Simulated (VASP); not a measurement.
# Ca in VASP: notebook

The runs below take Ca through single point, with LDA.

Everything below comes from runs of VASP 6.6.1. Logs are shortened: lines on timing, memory, paths and dates and some standing lists are left out, and cuts for length are marked.

## 1. The cell of the first run

It takes space group Fm-3m (No. 225, cubic). The conventional cell has a = 5.141 Å, b = 5.141 Å, c = 5.141 Å, α = 90.00°, β = 90.00°, γ = 90.00°. Within 4.8 Å of Ca (site symmetry m-3m) lie 12 Ca at 3.64 Å.

## 2. Single point, LDA (strain -0.080 along x and y, -0.080 along z)

INCAR reads:

```
SYSTEM = Ca
ALGO = Normal ; EDIFF = 1E-7
ENCUT = 520 ; ISIF = 2
ISMEAR = 0 ; LASPH = .True.
LCHARG = .False. ; LREAL = .False.
LWAVE = .False. ; NBANDS = 11
NELM = 100 ; PREC = Accurate
SIGMA = 0.15
```

KPOINTS reads:

```
k-points
0
Gamma
  14 14 14
  0 0 0
```

POSCAR reads:

```
Ca
1.0
    0.0000000000      2.5706640000      2.5706640000
    2.5706640000      0.0000000000      2.5706640000
    2.5706640000      2.5706640000      0.0000000000
Ca
1
Direct
    0.0000000000      0.0000000000      0.0000000000
```

Potentials or basis: VASP PAW LDA potentials, release 64 (Ca_sv).

Launch:

```console
$ cat potpaw_LDA.64/Ca_sv/POTCAR > POTCAR
$ mpirun -np 1 vasp_std > vasp.out
```

OUTCAR:

```text
SYSTEM = Ca
   EDIFF = 1E-7
   ENCUT = 520
   ISIF = 2
   ISMEAR = 0
   LASPH = .True.
   LREAL = .False.
   NELM = 100
   PREC = Accurate

 ion  position               nearest neighbor table
   1  0.000  0.000  0.000-

  LATTYP: Found a face centered cubic cell.
 ALAT       =     5.1413280000

  Lattice vectors:

 A1 = (   0.0000000000,   2.5706640000,   2.5706640000)
 A2 = (   2.5706640000,   0.0000000000,   2.5706640000)
 A3 = (   2.5706640000,   2.5706640000,   0.0000000000)

Analysis of symmetry for initial positions (statically):
=====================================================================
 Subroutine PRICEL returns:
 Original cell was already a primitive cell.

 Routine SETGRP: Setting up the symmetry group for a
 face centered cubic supercell.

 Subroutine GETGRP returns: Found 48 space group operations
 (whereof 48 operations were pure point group operations)
 out of a pool of 48 trial point group operations.

The static configuration has the point symmetry O_h .

Analysis of symmetry for dynamics (positions and initial velocities):
=====================================================================
 Subroutine PRICEL returns:
 Original cell was already a primitive cell.

 Routine SETGRP: Setting up the symmetry group for a
 face centered cubic supercell.

 Subroutine GETGRP returns: Found 48 space group operations
 (whereof 48 operations were pure point group operations)
 out of a pool of 48 trial point group operations.

The dynamic configuration has the point symmetry O_h .

 Subroutine INISYM returns: Found 48 space group operations
 (whereof 48 operations are pure point group operations),
 and found     1 'primitive' translations

----------------------------------------------------------------------------------------

                                     Primitive cell

  volume of cell :      33.9755

  direct lattice vectors                    reciprocal lattice vectors
     0.000000000  2.570664000  2.570664000    -0.194502276  0.194502276  0.194502276
     2.570664000  0.000000000  2.570664000     0.194502276 -0.194502276  0.194502276
     2.570664000  2.570664000  0.000000000     0.194502276  0.194502276 -0.194502276

  length of vectors
     3.635467893  3.635467893  3.635467893     0.336887825  0.336887825  0.336887825

  position of ions in fractional coordinates (direct lattice)
     0.000000000  0.000000000  0.000000000

  ion indices of the primitive-cell ions
   primitive index   ion index
                 1           1

----------------------------------------------------------------------------------------

 KPOINTS: k-points

Automatic generation of k-mesh.
 Grid dimensions read from file:
 generate k-points for:   14   14   14

 Generating k-lattice:

  Cartesian coordinates                     Fractional coordinates (reciprocal lattice)
    -0.013893020  0.013893020  0.013893020     0.071428571  0.000000000  0.000000000
     0.013893020 -0.013893020  0.013893020     0.000000000  0.071428571  0.000000000
     0.013893020  0.013893020 -0.013893020     0.000000000  0.000000000  0.071428571

  Length of vectors
     0.024063416  0.024063416  0.024063416

  Shift w.r.t. Gamma in fractional coordinates (k-lattice)
     0.000000000  0.000000000  0.000000000

 Subroutine IBZKPT returns following result:
 ===========================================

 Found    104 irreducible k-points:

 Following reciprocal coordinates:
            Coordinates               Weight
  0.000000  0.000000  0.000000      1.000000
  0.071429  0.000000  0.000000      8.000000
  0.142857  0.000000  0.000000      8.000000
  0.214286  0.000000  0.000000      8.000000
  0.285714  0.000000  0.000000      8.000000
  0.357143  0.000000  0.000000      8.000000
[... 16 lines left out ...]
  0.214286  0.142857  0.000000     24.000000
  0.285714  0.142857  0.000000     24.000000
 [... further k-points ...]
   k-points           NKPTS =    104   k-points in BZ     NKDIM =    104   number of bands    NBANDS=     11
   number of dos      NEDOS =    301   number of ions     NIONS =      1
   total plane-waves  NPLWV =  21952
   dimension x,y,z NGX =    28 NGY =   28 NGZ =   28
   dimension x,y,z NGXF=    56 NGYF=   56 NGZF=   56
   ions per type =               1
   NGX,Y,Z   is equivalent  to a cutoff of  12.80, 12.80, 12.80 a.u.
   NGXF,Y,Z  is equivalent  to a cutoff of  25.61, 25.61, 25.61 a.u.
 SYSTEM =  Ca
   PREC   = accura    normal or accurate (medium, high low for compatibility)
   ISTART =      0    job   : 0-new  1-cont  2-samecut
   ICHARG =      2    charge: 1-file 2-atom 10-const
   ISPIN  =      1    spin polarized calculation?
   LNONCOLLINEAR =      F non collinear calculations
   LSORBIT =      F    spin-orbit coupling
   LASPH  =      T    aspherical Exc in radial PAW
   ENCUT  =  520.0 eV  38.22 Ry    6.18 a.u.   6.76  6.76  6.76*2*pi/ulx,y,z
   NELM   =    100;   NELMIN=  2; NELMDL= -5     # of ELM steps
   EDIFF  = 0.1E-06   stopping-criterion for ELM
   LREAL  =      F    real-space projection
   EDIFFG = 0.1E-05   stopping-criterion for IOM
   NSW    =      0    number of steps for IOM
   IBRION =     -1    ionic relax: 0-MD 1-quasi-New 2-CG
   NFREE  =      0    steps in history (QN), initial steepest desc. (CG)
   ISIF   =      2    stress and relaxation
   ISYM   =      2    0-nonsym 1-usesym 2-fastsym
   POTIM  = 0.5000    time-step for ionic-motion
   TEBEG  =    0.0;   TEEND  =   0.0 temperature during run
   PSTRESS=    0.0 pullay stress
   NELECT =      10.0000    total number of electrons
   NUPDOWN=      -1.0000    fix difference up-down
   EMIN   =  10.00;   EMAX   =-10.00  energy-range for DOS
   EFERMI =   0.00;   METHOD = LEGACY
   ISMEAR =     0;   SIGMA  =   0.15  broadening in eV -4-tet -1-fermi 0-gaus
   EFERMI_NEDOS =   21; number of points for ismear=-14 and -15
   IALGO  =     38    algorithm
   IMIX   =      4    mixing-type and parameters
     AMIX     =   0.40;   BMIX     =  1.00
     AMIX_MAG =   1.60;   BMIX_MAG =  1.00
  volume/ion in A,a.u.               =      33.98       229.28
  Fermi-wavevector in a.u.,A,eV,Ry     =   1.088979  2.057872 16.134813  1.185875
  Thomas-Fermi vector in A             =   2.225172
   LORBIT       =      0    0 simple, 1 ext, 2 COOP (PROOUT), +10 PAW based schemes
   GGA     = CA    functional components
   LHFCALC =     F    Hartree Fock is set to
   AEXX    =    0.0000 exact exchange contribution
   IVDW    =     0    specifies the selected vdW correction
   LEPSILON=     F    determine dielectric tensor
   LRPA    =     F    only Hartree local field effects (RPA)
 non-spin polarized calculation
 Gauss-broadening in eV      SIGMA  =   0.15
  energy-cutoff  :      520.00
  volume of cell :       33.98
 maximum number of plane-waves:       941
   NGX = 13   NGY = 13   NGZ = 13

 number of electron      10.0000001 magnetization

 Free energy of the ion-electron system (eV)
  ---------------------------------------------------
  ext. energy  EPLUGINS =         0.00000000
  ---------------------------------------------------
  free energy    TOTEN  =        -2.18168380 eV

  energy without entropy =       -2.17044613  energy(sigma->0) =       -2.17606497

 E-fermi :   2.7335     XC(G=0):  -8.6960

 val. band max:        2.7328909408   @ k =  -0.3571   0.2857   0.1429
 cond. band min:       2.7437035900   @ k =  -0.4286   0.2143   0.0000
 fundamental gap:      0.0108126493
 Fermi energy:         2.7334959691

 k-point     1 :       0.0000    0.0000    0.0000
  band No.  band energies     occupation
      1     -38.3727      2.00000
      2     -19.5289      2.00000
      3     -19.5289      2.00000
      4     -19.5289      2.00000
      5      -1.6758      2.00000
      6       5.1991      0.00000
      7       5.1991      0.00000
      8       5.1991      0.00000
      9       6.5767      0.00000
     10       6.5767      0.00000
     11      12.8883      0.00000

 k-point     2 :       0.0714    0.0000    0.0000
  band No.  band energies     occupation
      1     -38.3708      2.00000
      2     -19.5448      2.00000
      3     -19.5309      2.00000
      4     -19.5309      2.00000
      5      -1.5694      2.00000
      6       5.0845      0.00000
      7       5.2425      0.00000
      8       5.2425      0.00000
      9       6.5371      0.00000
     10       6.5371      0.00000
     11      13.0551      0.00000

 k-point     3 :       0.1429    0.0000    0.0000
  band No.  band energies     occupation
      1     -38.3654      2.00000
      2     -19.5892      2.00000
      3     -19.5366      2.00000
      4     -19.5366      2.00000
      5      -1.2582      2.00000
      6       4.7828      0.00000
      7       5.3414      0.00000
      8       5.3414      0.00000
      9       6.4653      0.00000
     10       6.4653      0.00000
     11      13.2957      0.00000

 k-point     4 :       0.2143    0.0000    0.0000
  band No.  band energies     occupation
      1     -38.3575      2.00000
      2     -19.6526      2.00000
      3     -19.5448      2.00000
      4     -19.5448      2.00000
      5      -0.7657      2.00000
      6       4.3793      0.00000
      7       5.3945      0.00000
      8       5.3945      0.00000
      9       6.4947      0.00000
     10       6.4947      0.00000
     11      12.1861      0.00000
[... 239 lines left out ...]
 k-point    22 :       0.1429    0.1429    0.0000
  band No.  band energies     occupation
      1     -38.3629      2.00000
      2     -19.5876      2.00000
      3     -19.5498      2.00000
      4     -19.5498      2.00000
      5      -1.1216      2.00000
      6       4.6567      0.00000
      7       5.4512      0.00000
      8       5.4512      0.00000
      9       5.9961      0.00000
     10       6.7298      0.00000
     11      13.6903      0.00000

 k-point    23 :       0.2143    0.1429    0.0000
  band No.  band energies     occupation
      1     -38.3570      2.00000
      2     -19.6286      2.00000
      3     -19.5602      2.00000
      4     -19.5578      2.00000
      5      -0.7605      2.00000
      6       4.3843      0.00000
      7       5.4604      0.00000
      8       5.5741      0.00000
      9       5.8824      0.00000
     10       6.8082      0.00000
     11      13.2550      0.00000

 k-point    24 :       0.2857    0.1429    0.0000
  band No.  band energies     occupation
      1     -38.3494      2.00000
      2     -19.6851      2.00000
      3     -19.5705      2.00000
      4     -19.5674      2.00000
      5      -0.2349      2.00000
      6       4.0608      0.00000
      7       5.1733      0.00000
      8       5.6197      0.00000
      9       6.1721      0.00000
     10       6.9662      0.00000
     11      12.0139      0.00000

 [... further k-points ...]

------------------------ aborting loop because EDIFF is reached ----------------------------------------

  FORCE on cell =-STRESS in cart. coord.  units (eV):
  Direction    XX          YY          ZZ          XY          YZ          ZX
  --------------------------------------------------------------------------------------
  -------------------------------------------------------------------------------------
  Total        0.5535048      0.5535048      0.5535048      0.0000000      0.0000000      0.0000000
  in kB       26.1015335     26.1015335     26.1015335      0.0000000      0.0000000      0.0000000
  external PRESSURE =      26.1015335 kB  Pullay stress =       0.0000000 kB

 VOLUME and BASIS-vectors are now :
 -----------------------------------------------------------------------------
  energy-cutoff  :      520.00
  volume of cell :       33.98
      direct lattice vectors                 reciprocal lattice vectors
     0.000000000  2.570664000  2.570664000    -0.194502276  0.194502276  0.194502276
     2.570664000  0.000000000  2.570664000     0.194502276 -0.194502276  0.194502276
     2.570664000  2.570664000  0.000000000     0.194502276  0.194502276 -0.194502276

 POSITION                                       TOTAL-FORCE (eV/Angst)
 -----------------------------------------------------------------------------------
      0.00000      0.00000      0.00000        -0.000000     -0.000000     -0.000000
 -----------------------------------------------------------------------------------
    total drift:                               -0.000000     -0.000000     -0.000000

  FREE ENERGIE OF THE ION-ELECTRON SYSTEM (eV)
  ---------------------------------------------------
  free  energy   TOTEN  =        -2.1816838046 eV

  energy  without entropy=       -2.1704461276  energy(sigma->0) =       -2.17606497
```

It took 40 s on 1 thread of Intel Xeon 6975P-C, shared host; peak memory 0.17 GiB.

What came out:

```
Free energy            : -2.1817 eV
Pressure               : 2.6 GPa
Band gap on the k mesh : zero (filled and empty bands touch)
```

Caveat: the cell differs from its parent crystal (strain -0.080 along x and y, -0.080 along z).

## 3. Single point, LDA (strain +0.080 along x and y, +0.080 along z)

INCAR reads:

```
  ALGO = Normal
  EDIFF = 1E-6
  ENCUT = 520
  ISIF = 2
  ISMEAR = 0
  LASPH = T
  LCHARG = T
  LELF = T
  LREAL = F
  LVHAR = T
  LWAVE = F
  NBANDS = 11
  NELM = 60
  PREC = Accurate
  SIGMA = 0.15
```

KPOINTS reads:

```
k-points
0
Gamma
  14 14 14
```

POSCAR reads:

```
Ca
1.0
    0.0000000000      3.0177360000      3.0177360000
    3.0177360000      0.0000000000      3.0177360000
    3.0177360000      3.0177360000      0.0000000000
Ca
1
Direct
    0.0000000000      0.0000000000      0.0000000000
```

Potentials or basis: VASP PAW LDA potentials, release 64 (Ca_sv).

Launch:

```console
$ cat potpaw_LDA.64/Ca_sv/POTCAR > POTCAR
$ mpirun -np 1 vasp_std > vasp.out
```

It took 34 s on 1 thread of Intel Xeon 6975P-C, shared host; peak memory 0.19 GiB.

It converged, with:

```
Free energy            : -1.9510 eV
Pressure               : -3.8 GPa
Band gap on the k mesh : zero (band 5 reaches 1.11 eV, above the bottom of band 6 at 0.65 eV)
```

Levels at points of the mesh, in eV from the Fermi level:
| k point | band 2 | band 3 | band 4 | band 5 | band 6 | band 7 | band 8 | band 9 |
| --- | --- | --- | --- | --- | --- | --- | --- | --- |
| (0.00, 0.00, 0.00) | -23.42 | -23.42 | -23.42 | -3.55 | 1.84 | 1.84 | 1.84 | 2.60 |
| (0.50, 0.00, 0.00) | -23.47 | -23.43 | -23.43 | -0.96 | -0.22 | 1.77 | 1.77 | 3.09 |
| (0.50, 0.50, 0.00) | -23.47 | -23.44 | -23.44 | -0.30 | 0.57 | 0.64 | 3.08 | 3.21 |

Caveat: the cell differs from its parent crystal (strain +0.080 along x and y, +0.080 along z).

## 4. Single point, LDA (strain -0.080 along x and y, -0.040 along z)

INCAR reads:

```
  PREC = Accurate
  ENCUT = 520
  EDIFF = 1E-6
  ISMEAR = 0
  SIGMA = 0.15
  LREAL = F
  LASPH = T
  NELM = 60
  ALGO = Normal
  ISIF = 2
  LWAVE = F
  LCHARG = F
  NBANDS = 11
```

KPOINTS reads:

```
regular mesh
0
Gamma
  14 14 14
```

POSCAR reads:

```
Ca
1.0
    0.0000000000      2.5706640000      2.6824320000
    2.5706640000      0.0000000000      2.6824320000
    2.5706640000      2.5706640000      0.0000000000
Ca
1
Direct
    0.0000000000      0.0000000000      0.0000000000
```

Launch:

```console
$ cat potpaw_LDA.64/Ca_sv/POTCAR > POTCAR
$ mpirun -np 1 vasp_std > vasp.out
```

It took 67 s on 1 thread of Intel Xeon 6975P-C, shared host; peak memory 0.21 GiB.

It converged, with:

* Free energy: -2.1997 eV
* Pressure: 1.5 GPa
* Band gap on the k mesh: zero (band 5 reaches 2.57 eV, above the bottom of band 6 at 2.51 eV)

Stress tensor (GPa, compression positive):
```
1.64 0.00 0.00
0.00 1.64 0.00
0.00 0.00 1.23
```

Levels at points of the mesh, in eV from the Fermi level:
```
           k point  band 3  band 4  band 5  band 6  band 7  band 8
(0.00, 0.00, 0.00)  -22.36  -22.36   -4.34    2.27    2.50    2.50
(0.50, 0.00, 0.00)  -22.41  -22.39   -1.14    0.07    2.15    2.43
(0.50, 0.50, 0.00)  -22.44  -22.44   -0.78    0.42    1.06    4.60
(0.50, 0.00, 0.50)  -22.48  -22.46   -0.67    0.33    1.53    4.55
```

Caveat: the cell differs from its parent crystal (strain -0.080 along x and y, -0.040 along z).

## 5. Summary

| cell | gap on the mesh (eV) | pressure (GPa) |
| --- | --- | --- |
| a = 3.635 Å, angles 60.0°, 1 atom | none | 2.6 |
| a = 4.268 Å, angles 60.0°, 1 atom | none | -3.8 |
| a = 3.715, b = 3.715, c = 3.635 Å, angles 60.7, 60.7, 58.6°, 1 atom | none | 1.5 |

Alike in all rows: task single point; level LDA; potentials or basis VASP PAW LDA potentials, release 64 (Ca_sv); no spin polarisation; k mesh 14 × 14 × 14; cutoff (eV) 520; smearing gaussian 0.15 eV.

Total energies depend on the potentials used, so only differences within one code and one set of settings carry meaning.
